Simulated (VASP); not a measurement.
# H4C in VASP: notebook, part 2 of 2

VASP 6.6.1. The steps go on from the part before.

## 4. Relaxation of the atoms, r2SCAN+D3(BJ)

POSCAR

```
H4C
1.0
    7.9581140000      0.0000000000      0.0000000000
    0.0000000000      7.9581140000      0.0000000000
    0.0000000000      0.0000000000      7.9581140000
C H
8 32
Direct
    0.6680541000      0.8040229000      0.2231092000
    0.9353586000      0.5152735000      0.5161874000
    0.1178521000      0.3340896000      0.0427740000
    0.3182637000      0.9219032000      0.8483528000
    0.3801488000      0.1322829000      0.4618999000
    0.4643392000      0.5949887000      0.5489645000
    0.5744497000      0.4063189000      0.1597130000
    0.8177636000      0.9926595000      0.8535472000
    0.7081944000      0.9150552000      0.2924563000
    0.5662495000      0.7422995000      0.2907441000
    0.7734559000      0.7175450000      0.2104412000
    0.6243168000      0.8411919000      0.0987953000
    1.0099531000      0.6076509000      0.4479928000
    1.0186641000      0.4309795000      0.5847670000
    0.8601201000      0.4429448000      0.4275524000
    0.8526971000      0.5795186000      0.6044375000
    0.2513430000      0.3504023000      0.0170344000
    0.0634467000      0.4542374000      0.0795574000
    0.1016643000      0.2436601000      0.1443067000
    0.0549544000      0.2880588000     -0.0698026000
    0.1907883000      0.9111843000      0.8971747000
    0.3365728000      1.0469253000      0.7956016000
    0.3378175000      0.8278742000      0.7507585000
    0.4078760000      0.9016290000      0.9498762000
    0.2946732000      0.1564082000      0.5661127000
    0.3172346000      0.0546264000      0.3683065000
    0.4912480000      0.0669817000      0.5081726000
    0.4174395000      0.2511152000      0.4050076000
    0.4297082000      0.7248998000      0.5748918000
    0.3518179000      0.5227907000      0.5193863000
    0.5254514000      0.5412015000      0.6590584000
    0.5503792000      0.5910626000      0.4425213000
    0.4424653000      0.3788945000      0.1357032000
    0.5881496000      0.4578534000      0.2858279000
    0.6195426000      0.4974612000      0.0680171000
    0.6476411000      0.2910666000      0.1493040000
    0.8868305000      1.0717440000      0.9414326000
    0.7477154000      0.8976701000      0.9229640000
    0.9057770000      0.9313513000      0.7684391000
    0.7307316000      1.0698727000      0.7813531000
```

INCAR.step1

```
SYSTEM = H4C
PREC = Accurate
ENCUT = 520
ISMEAR = -1
SIGMA = 0.02
LREAL = Auto
LASPH = .TRUE.
NELM = 60
GGA = PE
ALGO = Normal
EDIFF = 1E-4
LWAVE = .TRUE.
LCHARG = .FALSE.
```

INCAR.step2

```
SYSTEM = H4C
PREC = Accurate
ENCUT = 520
EDIFF = 1E-6
ISMEAR = -1
SIGMA = 0.02
LREAL = Auto
LASPH = .TRUE.
NELM = 60
ALGO = Normal
ISIF = 2
LWAVE = .FALSE.
LCHARG = .FALSE.
METAGGA = R2SCAN
LMIXTAU = .TRUE.
IVDW = 12
VDW_S6 = 1.0
VDW_S8 = 0.78981345
VDW_A1 = 0.49484001
VDW_A2 = 5.73083694
IBRION = 2
NSW = 35
EDIFFG = -0.3
ISTART = 1
```

KPOINTS

```
regular mesh
0
G
  1 1 1
  0 0 0
```

Potentials or basis: VASP PAW PBE potentials, release 64 (C, H).

Launch:

```sh
$ cat potpaw_PBE.64/C/POTCAR potpaw_PBE.64/H/POTCAR > POTCAR
$ cp INCAR.step1 INCAR
$ mpirun -np 1 vasp_gam > vasp.out
$ cp INCAR.step2 INCAR
$ mpirun -np 1 vasp_gam > vasp.out
```

OUTCAR:

```text
SYSTEM = H4C
   PREC = Accurate
   ENCUT = 520
   EDIFF = 1E-6
   ISMEAR = -1
   LREAL = Auto
   LASPH = .TRUE.
   NELM = 60
   ISIF = 2
   METAGGA = R2SCAN
   IVDW = 12
   IBRION = 2
   NSW = 35
   EDIFFG = -0.3
   ISTART = 1
 IVDW          = 12

 ion  position               nearest neighbor table
   1  0.668  0.804  0.223-  12 1.09  10 1.09   9 1.09  11 1.09
   2  0.935  0.515  0.516-  13 1.09  15 1.09  16 1.09  14 1.09
   3  0.118  0.334  0.043-  19 1.09  20 1.09  17 1.09  18 1.09
   4  0.318  0.922  0.848-  24 1.09  22 1.09  21 1.09  23 1.09
   5  0.380  0.132  0.462-  25 1.09  27 1.09  28 1.09  26 1.09
   6  0.464  0.595  0.549-  29 1.09  31 1.09  32 1.09  30 1.09
   7  0.574  0.406  0.160-  36 1.09  35 1.09  33 1.09  34 1.09
   8  0.818  0.993  0.854-  38 1.09  40 1.09  37 1.09  39 1.09
   9  0.708  0.915  0.292-   1 1.09
  10  0.566  0.742  0.291-   1 1.09
  11  0.773  0.718  0.210-   1 1.09
  12  0.624  0.841  0.099-   1 1.09
  13  0.010  0.608  0.448-   2 1.09
  14  0.019  0.431  0.585-   2 1.09
[... 24 lines left out ...]
  39  0.906  0.931  0.768-   8 1.09
  40  0.731  0.070  0.781-   8 1.09

  LATTYP: Found a simple cubic cell.
 ALAT       =     7.9581140000

  Lattice vectors:

 A1 = (   7.9581140000,   0.0000000000,   0.0000000000)
 A2 = (   0.0000000000,   7.9581140000,   0.0000000000)
 A3 = (   0.0000000000,   0.0000000000,   7.9581140000)

Analysis of symmetry for initial positions (statically):
=====================================================================
 Subroutine PRICEL returns:
 Original cell was already a primitive cell.

 Routine SETGRP: Setting up the symmetry group for a
 simple cubic supercell.

 Subroutine GETGRP returns: Found  1 space group operations
 (whereof  1 operations were pure point group operations)
 out of a pool of 48 trial point group operations.

The static configuration has the point symmetry C_1 .

Analysis of symmetry for dynamics (positions and initial velocities):
=====================================================================
 Subroutine PRICEL returns:
 Original cell was already a primitive cell.

[... 160 lines left out ...]
   LREAL  =      T    real-space projection
   EDIFFG = -.3E+00   stopping-criterion for IOM
   NSW    =     35    number of steps for IOM
   IBRION =      2    ionic relax: 0-MD 1-quasi-New 2-CG
   NFREE  =      1    steps in history (QN), initial steepest desc. (CG)
   ISIF   =      2    stress and relaxation
   ISYM   =      2    0-nonsym 1-usesym 2-fastsym
   POTIM  = 0.5000    time-step for ionic-motion
   TEBEG  =    0.0;   TEEND  =   0.0 temperature during run
   PSTRESS=    0.0 pullay stress
   NELECT =      64.0000    total number of electrons
   NUPDOWN=      -1.0000    fix difference up-down
   EMIN   =  10.00;   EMAX   =-10.00  energy-range for DOS
   EFERMI =   0.00;   METHOD = LEGACY
   ISMEAR =    -1;   SIGMA  =   0.02  broadening in eV -4-tet -1-fermi 0-gaus
   EFERMI_NEDOS =   21; number of points for ismear=-14 and -15
   IALGO  =     38    algorithm
   IMIX   =      4    mixing-type and parameters
     AMIX     =   0.40;   BMIX     =  1.00
     AMIX_MAG =   1.60;   BMIX_MAG =  1.00
  volume/ion in A,a.u.               =      12.60        85.03
  Fermi-wavevector in a.u.,A,eV,Ry     =   0.822858  1.554975  9.212431  0.677095
  Thomas-Fermi vector in A             =   1.934266
   LORBIT       =      0    0 simple, 1 ext, 2 COOP (PROOUT), +10 PAW based schemes
   METAGGA = R2SCAN    functional components
   LHFCALC =     F    Hartree Fock is set to
   AEXX    =    0.0000 exact exchange contribution
   IVDW    =    12    specifies the selected vdW correction
   LEPSILON=     F    determine dielectric tensor
   LRPA    =     F    only Hartree local field effects (RPA)
 conjugate gradient relaxation of ions
 non-spin polarized calculation
  energy-cutoff  :      520.00
  volume of cell :      504.00
 maximum number of plane-waves:      6759
 NGX is ok and might be reduce to    60
   NGX = 29   NGY = 29   NGZ = 29

--------------------------------------- Ionic step        1  -------------------------------------------

 number of electron      63.9999995 magnetization

 Free energy of the ion-electron system (eV)
  ---------------------------------------------------
  ext. energy  EPLUGINS =         0.00000000
  ---------------------------------------------------
  free energy    TOTEN  =      -199.35826957 eV

  energy without entropy =     -199.35826957  energy(sigma->0) =     -199.35826957

------------------------ aborting loop because EDIFF is reached ----------------------------------------

 Edisp (eV)   -0.52062

 E8    (eV) :    -0.0779
[... 381 lines left out ...]
--------------------------------------- Ionic step        6  -------------------------------------------

 number of electron      64.0000000 magnetization

 Free energy of the ion-electron system (eV)
  ---------------------------------------------------
  ext. energy  EPLUGINS =         0.00000000
  ---------------------------------------------------
  free energy    TOTEN  =      -199.42237886 eV

  energy without entropy =     -199.42237886  energy(sigma->0) =     -199.42237886

 E-fermi :  -6.3398     XC(G=0):  -5.4423

 val. band max:       -6.8175253908   @ k =   0.0000   0.0000   0.0000
 cond. band min:       0.9880608116   @ k =   0.0000   0.0000   0.0000
 fundamental gap:      7.8055862024
 Fermi energy:        -6.3398120148

 k-point     1 :       0.0000    0.0000    0.0000
  band No.  band energies     occupation
      1     -16.4905      2.00000
      2     -16.1068      2.00000
      3     -16.0735      2.00000
      4     -16.0607      2.00000
      5     -16.0125      2.00000
      6     -15.9411      2.00000
[... 36 lines left out ...]
     43       4.0459      0.00000
     44       4.4002      0.00000
 [bands above 44 left out]

------------------------ aborting loop because EDIFF is reached ----------------------------------------

 Edisp (eV)   -0.52060

 E8    (eV) :    -0.0779
[... 63 lines left out ...]
  FREE ENERGIE OF THE ION-ELECTRON SYSTEM (eV)
  ---------------------------------------------------
  free  energy   TOTEN  =      -199.9429806616 eV

  energy  without entropy=     -199.9429806616  energy(sigma->0) =     -199.94298066

 reached required accuracy - stopping structural energy minimisation
```

OSZICAR.step1:

```text
N       E                     dE             d eps       ncg     rms          rms(c)
DAV:   1     0.353646486258E+03    0.35365E+03   -0.27722E+04   106   0.997E+02
DAV:   2    -0.159298332808E+03   -0.51294E+03   -0.47709E+03   135   0.219E+02
DAV:   3    -0.216167539409E+03   -0.56869E+02   -0.56551E+02   140   0.765E+01
DAV:   4    -0.217976435474E+03   -0.18089E+01   -0.18060E+01   132   0.166E+01
DAV:   5    -0.218024069469E+03   -0.47634E-01   -0.47617E-01   148   0.248E+00    0.248E+01
DAV:   6    -0.195247136586E+03    0.22777E+02   -0.44140E+01   124   0.204E+01    0.117E+01
DAV:   7    -0.192371296111E+03    0.28758E+01   -0.82036E+00   132   0.890E+00    0.685E+00
DAV:   8    -0.191697937065E+03    0.67336E+00   -0.19539E+00   140   0.467E+00    0.250E+00
DAV:   9    -0.191621693480E+03    0.76244E-01   -0.20169E-01   124   0.145E+00    0.855E-01
DAV:  10    -0.191633578729E+03   -0.11885E-01   -0.57225E-02   116   0.782E-01    0.217E-01
DAV:  11    -0.191636655042E+03   -0.30763E-02   -0.31270E-03   140   0.323E-01    0.235E-01
DAV:  12    -0.191636436803E+03    0.21824E-03   -0.20024E-03   116   0.189E-01    0.681E-02
DAV:  13    -0.191636379924E+03    0.56878E-04   -0.25823E-04   116   0.663E-02
   1 F= -.19163638E+03 E0= -.19163638E+03  d E =-.270152E-10
```

Wall time 15 min (1 thread of Intel Xeon Platinum 8259CL at 2.50GHz (Skylake/Cascade Lake), shared host); peak memory 0.57 GiB.

Results:

```yaml
Free_energy: -199.9430 eV
Energy_gained_by_relaxing: 1.6 meV/atom
Ionic_steps: 6
Pressure_after_relaxing: 0.8 GPa
Largest_force_after_relaxing: 0.287 eV/Å
Band_gap_on_the_k_mesh: 7.81 eV
Dispersion_energy_per_atom: -0.013 eV
```

Forces in eV/Å, atoms in the order of the input:
```
C   -0.194  0.080  0.042
C    0.003 -0.001  0.020
C    0.057  0.016 -0.123
C   -0.041 -0.002  0.068
C   -0.029  0.122 -0.056
C    0.074  0.027 -0.056
C    0.008 -0.058  0.021
C   -0.039 -0.081 -0.032
H    0.077  0.118  0.021
H    0.002  0.061  0.078
H    0.126 -0.043  0.013
H    0.029  0.102 -0.078
H    0.020  0.008 -0.013
H    0.017 -0.011  0.006
H   -0.008 -0.017 -0.014
H    0.011 -0.001  0.005
H   -0.040  0.002 -0.054
H   -0.045  0.046  0.014
H   -0.023 -0.045  0.034
H   -0.100  0.004 -0.004
H   -0.067  0.032  0.111
H   -0.007  0.095  0.072
H   -0.031 -0.041  0.000
H    0.014 -0.020  0.127
H   -0.052  0.015 -0.017
H   -0.019 -0.062 -0.058
H    0.049 -0.042  0.041
H   -0.007 -0.056 -0.027
H   -0.052  0.072  0.085
H   -0.112 -0.055  0.061
H   -0.086 -0.051  0.269
H    0.091 -0.113  0.048
H   -0.042 -0.069 -0.065
H    0.147 -0.020  0.049
H    0.072 -0.017 -0.153
H    0.077 -0.140 -0.154
H    0.048  0.047  0.021
H    0.005 -0.040 -0.103
H    0.073  0.066 -0.124
H   -0.006  0.074 -0.075
```

The path:
```tsv
step	energy change (eV)	largest force (eV/Å)	pressure (GPa)
1	0.0000	0.5731	0.28
2	-0.0229	0.5943	0.94
3	-0.0254	0.4344	0.79
4	-0.0438	0.3470	0.99
5	-0.0439	0.3633	1.00
6	-0.0641	0.2868	0.83
```

Final structure:
```
C H
1.0
     7.95811    0.00000    0.00000
     0.00000    7.95811    0.00000
     0.00000    0.00000    7.95811
C H
8 32
Direct
  0.66958 0.80588 0.22374
  0.93558 0.51516 0.51623
  0.11662 0.33419 0.04258
  0.31746 0.92247 0.85046
  0.37993 0.13209 0.46132
  0.46259 0.59387 0.55227
  0.57631 0.40447 0.15685
  0.81843 0.99352 0.85153
  0.70865 0.91681 0.29267
  0.56652 0.74572 0.28873
  0.77304 0.71823 0.21064
  0.62332 0.84106 0.10086
  0.00999 0.60748 0.44805
  0.01879 0.43091 0.58469
  0.86032 0.44296 0.42776
  0.85302 0.57946 0.60430
  0.24928 0.34991 0.01493
  0.06335 0.45448 0.07960
  0.10194 0.24380 0.14404
  0.05468 0.28849 0.92978
  0.19033 0.91114 0.89828
  0.33675 0.04649 0.79748
  0.33651 0.82933 0.75310
  0.40750 0.90133 0.95056
  0.29435 0.15695 0.56480
  0.31749 0.05426 0.36801
  0.49055 0.06721 0.50830
  0.41720 0.25049 0.40445
  0.43112 0.72444 0.57313
  0.35118 0.52272 0.51960
  0.52480 0.54082 0.66107
  0.54979 0.59062 0.44867
  0.44430 0.37882 0.13725
  0.58954 0.45463 0.28220
  0.61988 0.49715 0.06706
  0.64815 0.28909 0.14818
  0.88610 0.07066 0.94139
  0.74939 0.89818 0.91995
  0.90633 0.93190 0.76725
  0.73050 0.07052 0.78097
```

Caveat: the k points lie up to 0.79 Å⁻¹ apart; the PAW data sets were made with another functional, which shifts forces and pressure a little; the relaxation stopped at a loose force limit of 0.3 eV/Å, so its end isn't a converged minimum.
